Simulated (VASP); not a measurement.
# TaV (Cmmm) in VASP: settings compared

TaV is run at these levels: LDA, PBEsol, PBE; tasks: single point.

Program: VASP 6.6.1. These are calculated values, not measurements. Logs are shortened: lines on timing, memory, paths and dates and some standing lists are left out, and cuts for length are marked.

**1. The cell of the first run**

The structure is orthorhombic, space group Cmmm (No. 65). The conventional cell has a = 3.126 Å, b = 4.525 Å, c = 4.242 Å, α = 90.00°, β = 90.00°, γ = 90.00°. Ta (site symmetry mmm) has 8 V at 2.63 to 3.10 Å and 6 Ta at 2.75 to 3.13 Å within 3.5 Å. Within 3.5 Å of V (site symmetry mmm) lie 8 Ta at 2.63 to 3.10 Å and 6 V at 2.75 to 3.13 Å.

**2. Single point, LDA, collinear spin, ferromagnetic start**

INCAR reads:

```
ALGO = Normal ; EDIFF = 1E-6
ENCUT = 520 ; GGA = CA
ISIF = 2 ; ISMEAR = -1
ISPIN = 2 ; LASPH = True
LCHARG = False ; LMAXMIX = 4
LORBIT = 11 ; LREAL = False
LWAVE = False ; MAGMOM = 0 2
NBANDS = 23 ; NELM = 150
PREC = Accurate ; SIGMA = 0.05
```

KPOINTS reads:

```
k-points
0
Gamma
  7 7 5
```

POSCAR reads:

```
TaV
1.0
    1.5631263475     -2.2626546748      0.0000000000
    1.5631263475      2.2626546748      0.0000000000
    0.0000000000      0.0000000000      4.2423771667
Ta V
1 1
Direct
    0.0000000000      0.0000000000      0.0000000000
    0.5000000000      0.5000000000      0.5000000000
```

Potentials or basis: VASP PAW LDA potentials, release 64 (Ta_pv, V_sv).

The run is started by

```console
$ cat potpaw_LDA.64/Ta_pv/POTCAR potpaw_LDA.64/V_sv/POTCAR > POTCAR
$ mpirun -np 1 vasp_std > vasp.out
```

OUTCAR:

```text
EDIFF = 1E-6
   ENCUT = 520
   GGA = CA
   ISIF = 2
   ISMEAR = -1
   ISPIN = 2
   LASPH = True
   LORBIT = 11
   LREAL = False
   NELM = 150
   PREC = Accurate

 ion  position               nearest neighbor table
   1  0.000  0.000  0.000-   2 2.63   2 2.63   2 2.63   2 2.63   2 3.10   2 3.10   2 3.10   2 3.10

   2  0.500  0.500  0.500-   1 2.63   1 2.63   1 2.63   1 2.63   1 3.10   1 3.10   1 3.10   1 3.10

  LATTYP: Found a base centered orthorhombic cell.
 ALAT       =     3.1262526950
 B/A-ratio  =     1.4475187360
 C/A-ratio  =     1.3570167164

  Lattice vectors:

 A1 = (   1.5631263475,  -2.2626546748,   0.0000000000)
 A2 = (   1.5631263475,   2.2626546748,   0.0000000000)
 A3 = (   0.0000000000,   0.0000000000,   4.2423771667)

Analysis of symmetry for initial positions (statically):
=====================================================================
 Subroutine PRICEL returns:
 Original cell was already a primitive cell.

 Routine SETGRP: Setting up the symmetry group for a
 base centered orthorhombic supercell.

 Subroutine GETGRP returns: Found  8 space group operations
 (whereof  8 operations were pure point group operations)
 out of a pool of  8 trial point group operations.

The static configuration has the point symmetry D_2h.

Analysis of symmetry for dynamics (positions and initial velocities):
=====================================================================
 Subroutine PRICEL returns:
 Original cell was already a primitive cell.

 Routine SETGRP: Setting up the symmetry group for a
 base centered orthorhombic supercell.

 Subroutine GETGRP returns: Found  8 space group operations
 (whereof  8 operations were pure point group operations)
 out of a pool of  8 trial point group operations.

The dynamic configuration has the point symmetry D_2h.

Analysis of structural, dynamic, and magnetic symmetry:
=====================================================================
 Subroutine PRICEL returns:
 Original cell was already a primitive cell.

 Routine SETGRP: Setting up the symmetry group for a
 base centered orthorhombic supercell.

 Subroutine GETGRP returns: Found  8 space group operations
 (whereof  8 operations were pure point group operations)
 out of a pool of  8 trial point group operations.

The overall configuration has the point symmetry D_2h.

 Subroutine INISYM returns: Found  8 space group operations
 (whereof  8 operations are pure point group operations),
 and found     1 'primitive' translations

----------------------------------------------------------------------------------------

                                     Primitive cell

[... 107 lines left out ...]
   IALGO  =     38    algorithm
   IMIX   =      4    mixing-type and parameters
     AMIX     =   0.40;   BMIX     =  1.00
     AMIX_MAG =   1.60;   BMIX_MAG =  1.00
  volume/ion in A,a.u.               =      15.00       101.26
  Fermi-wavevector in a.u.,A,eV,Ry     =   1.519596  2.871619 31.418177  2.309171
  Thomas-Fermi vector in A             =   2.628560
   LORBIT       =     11    0 simple, 1 ext, 2 COOP (PROOUT), +10 PAW based schemes
   GGA     = CA    functional components
   LHFCALC =     F    Hartree Fock is set to
   AEXX    =    0.0000 exact exchange contribution
   IVDW    =     0    specifies the selected vdW correction
   LEPSILON=     F    determine dielectric tensor
   LRPA    =     F    only Hartree local field effects (RPA)
 spin polarized calculation
  energy-cutoff  :      520.00
  volume of cell :       30.01
 maximum number of plane-waves:       825
   NGX = 11   NGY = 11   NGZ = 15

 number of electron      24.0000000 magnetization       0.0011697

 Free energy of the ion-electron system (eV)
  ---------------------------------------------------
  ext. energy  EPLUGINS =         0.00000000
  ---------------------------------------------------
  free energy    TOTEN  =       -22.61509241 eV

  energy without entropy =      -22.58778396  energy(sigma->0) =      -22.60143818

 E-fermi :   7.6081     XC(G=0): -13.2189

 val. band max:        7.6039602889   @ k =   0.1429   0.1429   0.2000
 cond. band min:       7.6203483103   @ k =   0.0000   0.0000   0.4000
 fundamental gap:      0.0163880214
 Fermi energy:         7.6080902435

 spin component 1

 k-point     1 :       0.0000    0.0000    0.0000
  band No.  band energies     occupation
      1     -55.2034      1.00000
      2     -29.5906      1.00000
      3     -29.3147      1.00000
      4     -29.2223      1.00000
      5     -25.5553      1.00000
      6     -25.0575      1.00000
[... 613 lines left out ...]
     22      22.0474      0.00000
     23      22.4554      0.00000

 [... further k-points ...]

 spin component 2

 k-point     1 :       0.0000    0.0000    0.0000
  band No.  band energies     occupation
      1     -55.2026      1.00000
      2     -29.5898      1.00000
      3     -29.3139      1.00000
      4     -29.2215      1.00000
      5     -25.5552      1.00000
      6     -25.0574      1.00000
[... 613 lines left out ...]
     22      22.0478      0.00000
     23      22.4557      0.00000

 [... further k-points ...]
[... 5 lines left out ...]
  --------------------------------------------------------------------------------------
  -------------------------------------------------------------------------------------
  Total        0.1902986      0.1777586      0.1547245      0.0000000      0.0000000      0.0000000
  in kB       10.1600201      9.4905112      8.2607250      0.0000000      0.0000000      0.0000000
  external PRESSURE =       9.3037521 kB  Pullay stress =       0.0000000 kB

 VOLUME and BASIS-vectors are now :
 -----------------------------------------------------------------------------
  energy-cutoff  :      520.00
  volume of cell :       30.01
      direct lattice vectors                 reciprocal lattice vectors
     1.563126347 -2.262654675  0.000000000     0.319871775 -0.220979368  0.000000000
     1.563126347  2.262654675  0.000000000     0.319871775  0.220979368  0.000000000
     0.000000000  0.000000000  4.242377167     0.000000000  0.000000000  0.235716901

 POSITION                                       TOTAL-FORCE (eV/Angst)
 -----------------------------------------------------------------------------------
      0.00000      0.00000      0.00000         0.000000     -0.000000      0.000000
      1.56313      0.00000      2.12119         0.000000      0.000000      0.000000
 -----------------------------------------------------------------------------------
    total drift:                                0.000000      0.000000      0.000000

  FREE ENERGIE OF THE ION-ELECTRON SYSTEM (eV)
  ---------------------------------------------------
  free  energy   TOTEN  =       -22.6150924088 eV

  energy  without entropy=      -22.5877839557  energy(sigma->0) =      -22.60143818

 total charge

# of ion       s       p       d       tot
------------------------------------------
    1        0.410   6.172   2.583   9.164
    2        2.330   6.214   3.137  11.681
--------------------------------------------------
tot          2.740  12.386   5.720  20.846

 magnetization (x)

# of ion       s       p       d       tot
------------------------------------------
    1       -0.000   0.000  -0.000   0.000
    2        0.000   0.000   0.001   0.001
--------------------------------------------------
tot          0.000   0.000   0.001   0.001
```

OSZICAR:

```text
N       E                     dE             d eps       ncg     rms          rms(c)
DAV:   1     0.247949940349E+03    0.24795E+03   -0.13592E+04  4424   0.115E+03
DAV:   2    -0.175438231547E+02   -0.26549E+03   -0.25779E+03  4752   0.372E+02
DAV:   3    -0.245311627057E+02   -0.69873E+01   -0.69339E+01  5179   0.662E+01
DAV:   4    -0.245734245029E+02   -0.42262E-01   -0.42248E-01  4979   0.556E+00
DAV:   5    -0.245738231254E+02   -0.39862E-03   -0.39856E-03  5248   0.524E-01    0.259E+01
DAV:   6    -0.268234649430E+02   -0.22496E+01   -0.47344E+01  5060   0.413E+01    0.184E+01
DAV:   7    -0.232728505120E+02    0.35506E+01   -0.56310E+01  5237   0.305E+01    0.110E+01
DAV:   8    -0.226152421030E+02    0.65761E+00   -0.26605E+00  4885   0.933E+00    0.324E+00
DAV:   9    -0.226169664478E+02   -0.17243E-02   -0.92652E-02  5180   0.207E+00    0.116E+00
DAV:  10    -0.226157026150E+02    0.12638E-02   -0.38939E-03  4852   0.403E-01    0.397E-01
DAV:  11    -0.226149895623E+02    0.71305E-03   -0.34052E-03  5083   0.381E-01    0.142E-01
DAV:  12    -0.226150524498E+02   -0.62887E-04   -0.40614E-04  5040   0.112E-01    0.562E-02
DAV:  13    -0.226150801212E+02   -0.27671E-04   -0.61870E-05  4934   0.359E-02    0.305E-02
DAV:  14    -0.226150882021E+02   -0.80809E-05   -0.23562E-05  4912   0.186E-02    0.149E-02
DAV:  15    -0.226150903192E+02   -0.21171E-05   -0.25781E-06  2646   0.620E-03    0.884E-03
DAV:  16    -0.226150920458E+02   -0.17266E-05   -0.42066E-06  3101   0.703E-03    0.426E-03
DAV:  17    -0.226150924088E+02   -0.36295E-06   -0.12061E-06  2327   0.418E-03
   1 F= -.22615092E+02 E0= -.22601438E+02  d E =-.273085E-01  mag=     0.0004
```

stdout:

```text
POSCAR found type information on POSCAR TaV
 POSCAR found :  2 types and       2 ions
 scaLAPACK will be used
 LDA part: xc-table for (Slater(with rela. corr.)+CA(PZ))
 , standard interpolation
 POSCAR, INCAR and KPOINTS ok, starting setup
 FFT: planning ... GRIDC
 FFT: planning ... GRID_SOFT
 FFT: planning ... GRID
 WAVECAR not read
 entering main loop
```

Run time: 72 s. Hardware: 1 thread of Oxide Virtual Turin-like, shared host; peak memory 0.13 GiB.

What came out:

| Property | Result |
| --- | --- |
| Free energy | -22.6151 eV |
| Pressure | 0.9 GPa |
| Band gap on the k mesh | zero (filled and empty bands overlap) |
| Net moment | 0.00 μB per cell |
| Valence electrons inside the program's atomic spheres | Ta 9.16; V 11.68 |

Caveat: the moments typed at the start vanished in this run; spin-orbit coupling is left out, which moves the levels of the heavy elements.

(Continued in part 2 of 2.)
